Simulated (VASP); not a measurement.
# Ir (Fm-3m) in VASP: single point with PBEsol

Aim: the single point of Ir with PBEsol.

Everything below comes from runs of VASP 6.6.1. Logs are shortened: lines on timing, memory, paths and dates and some standing lists are left out, and cuts for length are marked.

**1. The cell of the first run**

Symmetry: Fm-3m, No. 225, cubic system. The conventional cell has a = 3.832 Å, b = 3.832 Å, c = 3.832 Å, α = 90.00°, β = 90.00°, γ = 90.00°. Within 3.6 Å of Ir (site symmetry m-3m) lie 12 Ir at 2.71 Å.

**2. Single point, PBEsol**

The input, INCAR:

```
ALGO = Normal
EDIFF = 1E-6
ENCUT = 560
GGA = PS
GGA_COMPAT = False
ISIF = 2
ISMEAR = 0
LASPH = True
LCHARG = True
LELF = True
LREAL = False
LVHAR = True
LWAVE = False
NBANDS = 14
NELM = 120
PREC = Accurate
SIGMA = 0.1
```

The input, KPOINTS:

```
k-points
0
Gamma
  11 11 11
```

The input, POSCAR:

```
Ir
1.0
    0.0000000000      1.9160067022      1.9160067022
    1.9160067022      0.0000000000      1.9160067022
    1.9160067022      1.9160067022      0.0000000000
Ir
1
Direct
    0.0000000000      0.0000000000      0.0000000000
```

Potentials or basis: VASP PAW PBE potentials, release 64 (Ir_sv_GW).

The run is started by

```console
$ cat potpaw_PBE.64/Ir_sv_GW/POTCAR > POTCAR
$ mpirun -np 1 vasp_std > vasp.out
```

OUTCAR:

```text
EDIFF = 1E-6
   ENCUT = 560
   GGA = PS
   ISIF = 2
   ISMEAR = 0
   LASPH = True
   LREAL = False
   NELM = 120
   PREC = Accurate

 ion  position               nearest neighbor table
   1  0.000  0.000  0.000-

  LATTYP: Found a face centered cubic cell.
 ALAT       =     3.8320134044

  Lattice vectors:

 A1 = (   0.0000000000,   1.9160067022,   1.9160067022)
 A2 = (   1.9160067022,   0.0000000000,   1.9160067022)
 A3 = (   1.9160067022,   1.9160067022,   0.0000000000)

Analysis of symmetry for initial positions (statically):
=====================================================================
 Subroutine PRICEL returns:
 Original cell was already a primitive cell.

 Routine SETGRP: Setting up the symmetry group for a
 face centered cubic supercell.

 Subroutine GETGRP returns: Found 48 space group operations
 (whereof 48 operations were pure point group operations)
 out of a pool of 48 trial point group operations.

The static configuration has the point symmetry O_h .

Analysis of symmetry for dynamics (positions and initial velocities):
=====================================================================
 Subroutine PRICEL returns:
 Original cell was already a primitive cell.

 Routine SETGRP: Setting up the symmetry group for a
 face centered cubic supercell.

 Subroutine GETGRP returns: Found 48 space group operations
 (whereof 48 operations were pure point group operations)
 out of a pool of 48 trial point group operations.

The dynamic configuration has the point symmetry O_h .

 Subroutine INISYM returns: Found 48 space group operations
 (whereof 48 operations are pure point group operations),
 and found     1 'primitive' translations

----------------------------------------------------------------------------------------

                                     Primitive cell

  volume of cell :      14.0676

  direct lattice vectors                    reciprocal lattice vectors
     0.000000000  1.916006702  1.916006702    -0.260959421  0.260959421  0.260959421
     1.916006702  0.000000000  1.916006702     0.260959421 -0.260959421  0.260959421
     1.916006702  1.916006702  0.000000000     0.260959421  0.260959421 -0.260959421

  length of vectors
     2.709642664  2.709642664  2.709642664     0.451994976  0.451994976  0.451994976

  position of ions in fractional coordinates (direct lattice)
     0.000000000  0.000000000  0.000000000

  ion indices of the primitive-cell ions
   primitive index   ion index
                 1           1

----------------------------------------------------------------------------------------

 KPOINTS: k-points

Automatic generation of k-mesh.
 Grid dimensions read from file:
 generate k-points for:   11   11   11

 Generating k-lattice:

  Cartesian coordinates                     Fractional coordinates (reciprocal lattice)
    -0.023723584  0.023723584  0.023723584     0.090909091  0.000000000  0.000000000
     0.023723584 -0.023723584  0.023723584     0.000000000  0.090909091  0.000000000
     0.023723584  0.023723584 -0.023723584     0.000000000  0.000000000  0.090909091

  Length of vectors
     0.041090452  0.041090452  0.041090452

  Shift w.r.t. Gamma in fractional coordinates (k-lattice)
     0.000000000  0.000000000  0.000000000

 Subroutine IBZKPT returns following result:
 ===========================================

 Found     56 irreducible k-points:

 Following reciprocal coordinates:
            Coordinates               Weight
  0.000000  0.000000  0.000000      1.000000
  0.090909  0.000000  0.000000      8.000000
  0.181818  0.000000  0.000000      8.000000
  0.272727  0.000000  0.000000      8.000000
  0.363636  0.000000  0.000000      8.000000
  0.454545  0.000000  0.000000      8.000000
[... 16 lines left out ...]
 -0.272727  0.181818  0.000000     24.000000
 -0.181818  0.181818  0.000000     12.000000
 [... further k-points ...]
   k-points           NKPTS =     56   k-points in BZ     NKDIM =     56   number of bands    NBANDS=     14
   number of dos      NEDOS =    301   number of ions     NIONS =      1
   total plane-waves  NPLWV =  13824
   dimension x,y,z NGX =    24 NGY =   24 NGZ =   24
   dimension x,y,z NGXF=    48 NGYF=   48 NGZF=   48
   ions per type =               1
   NGX,Y,Z   is equivalent  to a cutoff of  14.72, 14.72, 14.72 a.u.
   NGXF,Y,Z  is equivalent  to a cutoff of  29.45, 29.45, 29.45 a.u.
 SYSTEM =  unknown system
   PREC   = accura    normal or accurate (medium, high low for compatibility)
   ISTART =      0    job   : 0-new  1-cont  2-samecut
   ICHARG =      2    charge: 1-file 2-atom 10-const
   ISPIN  =      1    spin polarized calculation?
   LNONCOLLINEAR =      F non collinear calculations
   LSORBIT =      F    spin-orbit coupling
   LASPH  =      T    aspherical Exc in radial PAW
   ENCUT  =  560.0 eV  41.16 Ry    6.42 a.u.   5.23  5.23  5.23*2*pi/ulx,y,z
   NELM   =    120;   NELMIN=  2; NELMDL= -5     # of ELM steps
   EDIFF  = 0.1E-05   stopping-criterion for ELM
   LREAL  =      F    real-space projection
   EDIFFG = 0.1E-04   stopping-criterion for IOM
   NSW    =      0    number of steps for IOM
   IBRION =     -1    ionic relax: 0-MD 1-quasi-New 2-CG
   NFREE  =      0    steps in history (QN), initial steepest desc. (CG)
   ISIF   =      2    stress and relaxation
   ISYM   =      2    0-nonsym 1-usesym 2-fastsym
   POTIM  = 0.5000    time-step for ionic-motion
   TEBEG  =    0.0;   TEEND  =   0.0 temperature during run
   PSTRESS=    0.0 pullay stress
   NELECT =      17.0000    total number of electrons
   NUPDOWN=      -1.0000    fix difference up-down
   EMIN   =  10.00;   EMAX   =-10.00  energy-range for DOS
   EFERMI =   0.00;   METHOD = LEGACY
   ISMEAR =     0;   SIGMA  =   0.10  broadening in eV -4-tet -1-fermi 0-gaus
   EFERMI_NEDOS =   21; number of points for ismear=-14 and -15
   IALGO  =     38    algorithm
   IMIX   =      4    mixing-type and parameters
     AMIX     =   0.40;   BMIX     =  1.00
     AMIX_MAG =   1.60;   BMIX_MAG =  1.00
  volume/ion in A,a.u.               =      14.07        94.93
  Fermi-wavevector in a.u.,A,eV,Ry     =   1.743750  3.295209 41.370726  3.040663
  Thomas-Fermi vector in A             =   2.815762
   LORBIT       =      0    0 simple, 1 ext, 2 COOP (PROOUT), +10 PAW based schemes
   GGA     = PS    functional components
   LHFCALC =     F    Hartree Fock is set to
   AEXX    =    0.0000 exact exchange contribution
   IVDW    =     0    specifies the selected vdW correction
   LEPSILON=     F    determine dielectric tensor
   LRPA    =     F    only Hartree local field effects (RPA)
 non-spin polarized calculation
 Gauss-broadening in eV      SIGMA  =   0.10
  energy-cutoff  :      560.00
  volume of cell :       14.07
 maximum number of plane-waves:       440
 NGX is ok and might be reduce to    24
   NGX = 11   NGY = 11   NGZ = 11

 number of electron      17.0000000 magnetization

 Free energy of the ion-electron system (eV)
  ---------------------------------------------------
  ext. energy  EPLUGINS =         0.00000000
  ---------------------------------------------------
  free energy    TOTEN  =       -10.37411824 eV

  energy without entropy =      -10.36511892  energy(sigma->0) =      -10.36961858

 E-fermi :  12.7734     XC(G=0): -14.7428

 val. band max:       12.7664233666   @ k =   0.2727   0.2727   0.0000
 cond. band min:      12.7828142461   @ k =   0.3636   0.2727   0.0000
 fundamental gap:      0.0163908795
 Fermi energy:        12.7733834664

 k-point     1 :       0.0000    0.0000    0.0000
  band No.  band energies     occupation
      1     -80.2015      2.00000
      2     -36.5779      2.00000
      3     -36.5779      2.00000
      4     -36.5779      2.00000
      5       1.6114      2.00000
      6       8.9119      2.00000
      7       8.9119      2.00000
      8       8.9119      2.00000
      9      11.6512      2.00000
     10      11.6512      2.00000
     11      26.4127      0.00000
     12      31.9538      0.00000
     13      31.9538      0.00000
     14      31.9538      0.00000

 k-point     2 :       0.0909    0.0000    0.0000
  band No.  band energies     occupation
      1     -80.1968      2.00000
      2     -36.6450      2.00000
      3     -36.5872      2.00000
      4     -36.5872      2.00000
      5       1.9791      2.00000
      6       8.7209      2.00000
      7       9.0649      2.00000
      8       9.0649      2.00000
      9      11.5547      2.00000
     10      11.5547      2.00000
     11      27.0443      0.00000
     12      30.4904      0.00000
     13      32.5745      0.00000
     14      32.5745      0.00000

 k-point     3 :       0.1818    0.0000    0.0000
  band No.  band energies     occupation
      1     -80.1825      2.00000
      2     -36.8200      2.00000
      3     -36.6116      2.00000
      4     -36.6116      2.00000
      5       2.9640      2.00000
      6       8.3748      2.00000
      7       9.3439      2.00000
      8       9.3439      2.00000
      9      11.5031      2.00000
     10      11.5031      2.00000
     11      27.9198      0.00000
     12      28.7232      0.00000
     13      34.3078      0.00000
     14      34.3078      0.00000
[... 324 lines left out ...]
 k-point    23 :      -0.2727    0.1818    0.0000
  band No.  band energies     occupation
      1     -80.1416      2.00000
      2     -37.1577      2.00000
      3     -36.8411      2.00000
      4     -36.6724      2.00000
      5       5.7494      2.00000
      6       8.0592      2.00000
      7       8.5681      2.00000
      8       9.9958      2.00000
      9      11.4613      2.00000
     10      14.9487      0.00000
     11      24.5323      0.00000
     12      28.7250      0.00000
     13      30.0852      0.00000
     14      34.8672      0.00000

 k-point    24 :      -0.1818    0.1818    0.0000
  band No.  band energies     occupation
      1     -80.1572      2.00000
      2     -37.0247      2.00000
      3     -36.7689      2.00000
      4     -36.6355      2.00000
      5       4.8334      2.00000
      6       7.7329      2.00000
      7       9.0843      2.00000
      8      10.3495      2.00000
      9      10.4163      2.00000
     10      13.5227      0.00000
     11      26.7863      0.00000
     12      29.9986      0.00000
     13      31.8748      0.00000
     14      32.5963      0.00000

 [... further k-points ...]

------------------------ aborting loop because EDIFF is reached ----------------------------------------

  FORCE on cell =-STRESS in cart. coord.  units (eV):
  Direction    XX          YY          ZZ          XY          YZ          ZX
  --------------------------------------------------------------------------------------
  -------------------------------------------------------------------------------------
  Total       -0.1645487     -0.1645487     -0.1645487      0.0000000      0.0000000      0.0000000
  in kB      -18.7406193    -18.7406193    -18.7406193      0.0000000      0.0000000      0.0000000
  external PRESSURE =     -18.7406193 kB  Pullay stress =       0.0000000 kB

 VOLUME and BASIS-vectors are now :
 -----------------------------------------------------------------------------
  energy-cutoff  :      560.00
  volume of cell :       14.07
      direct lattice vectors                 reciprocal lattice vectors
     0.000000000  1.916006702  1.916006702    -0.260959421  0.260959421  0.260959421
     1.916006702  0.000000000  1.916006702     0.260959421 -0.260959421  0.260959421
     1.916006702  1.916006702  0.000000000     0.260959421  0.260959421 -0.260959421

 POSITION                                       TOTAL-FORCE (eV/Angst)
 -----------------------------------------------------------------------------------
      0.00000      0.00000      0.00000         0.000000      0.000000      0.000000
 -----------------------------------------------------------------------------------
    total drift:                               -0.000000     -0.000000     -0.000000

  FREE ENERGIE OF THE ION-ELECTRON SYSTEM (eV)
  ---------------------------------------------------
  free  energy   TOTEN  =       -10.3741182356 eV

  energy  without entropy=      -10.3651189183  energy(sigma->0) =      -10.36961858
```

Run time: 11 s. Hardware: 1 thread of AMD EPYC 9R45 (Zen 5), shared host; peak memory 0.12 GiB.

What came out:

```yaml
Free_energy: -10.3741 eV
Pressure: -1.9 GPa
Band_gap_on_the_k_mesh: zero (an odd number of electrons rules out a gap without spin polarisation)
```

Caveat: the PAW data sets were made with another functional, which shifts forces and pressure a little; spin-orbit coupling is left out, which moves the levels of the heavy elements.
